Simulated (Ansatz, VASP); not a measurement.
**Two plane-wave programs on HfO2**

Contents of INCAR:

```
SYSTEM = HfO2
ALGO = Normal
EDIFF = 1E-6
ENCUT = 520
GGA = PE
ISIF = 2
ISMEAR = -1
ISPIN = 2
LASPH = .TRUE.
LCHARG = .FALSE.
LMAXMIX = 4
LORBIT = 11
LREAL = .FALSE.
LWAVE = .FALSE.
MAGMOM = -0.17 0 0
NBANDS = 22
NELM = 150
PREC = Accurate
SIGMA = 0.05
```

The input KPOINTS:

```
k-points
0
G
  9 9 9
  0 0 0
```

POSCAR

```
HfO2
1.0
    0.0000000000      2.5575000000      2.5575000000
    2.5575000000      0.0000000000      2.5575000000
    2.5575000000      2.5575000000      0.0000000000
Hf O
1 2
Direct
    0.0000000000      0.0000000000      0.0000000000
    0.7500000000      0.7500000000      0.7500000000
    0.2500000000      0.2500000000      0.2500000000
```

File input.yaml:

```yaml
crystal:
  lattice:
    - [0.0, 2.5575, 2.5575]
    - [2.5575, 0.0, 2.5575]
    - [2.5575, 2.5575, 0.0]
  atoms:
    - { symbol: Hf, position: [0.0, 0.0, 0.0], spin: -0.17 }
    - { symbol: O, position: [0.75, 0.75, 0.75] }
    - { symbol: O, position: [0.25, 0.25, 0.25] }
hamiltonian:
  xc: pbe
  pseudopotentials: { kind: paw }
magnetization:
  spin_polarized: true
kpoints:
  mp_grid: { grid: [9, 9, 9] }
scf:
  occupations: { method: fermi_dirac, width: 0.05 }
output:
  forces: true
  stress: true
  eigenvalues: true
  write_density: true
  write_potential: true
  elf: true
  volumetric_format: npy
```

Alike in both runs: functional PBE; k mesh 9 × 9 × 9; occupations fermi-dirac, width 0.05 eV; collinear spin.

```csv
,VASP,Ansatz
version,VASP 6.6.1,Ansatz 0.2.0
potentials or method,"VASP PAW PBE potentials, release 64 (Hf_pv, O)",Ansatz PAW
plane-wave cutoff (eV),520,420
valence electrons in the cell,22,38
task,single point,electrostatic potential
```

Ansatz gave:

```
gap on the k mesh at the Fermi level (eV) : 3.83
least direct gap on the mesh (eV)         : 3.94
pressure (GPa)                            : -2.5
net moment per atom (μB)                  : 0.00
```

Question: Which values does VASP return?

Answer: gap on the k mesh at the Fermi level (eV): 3.83; least direct gap on the mesh (eV): 3.95; pressure (GPa): -5.9; net moment per atom (μB): 0.00.

VASP's potentials hold 22 valence electrons a cell and Ansatz's 38, so a difference there can come from the potentials and not from the codes.

Neither program's run includes spin-orbit coupling. Noted on Ansatz's run: odd divisions of the mesh miss points on the zone boundary, where band edges often lie, so the gap on the mesh can be too wide.
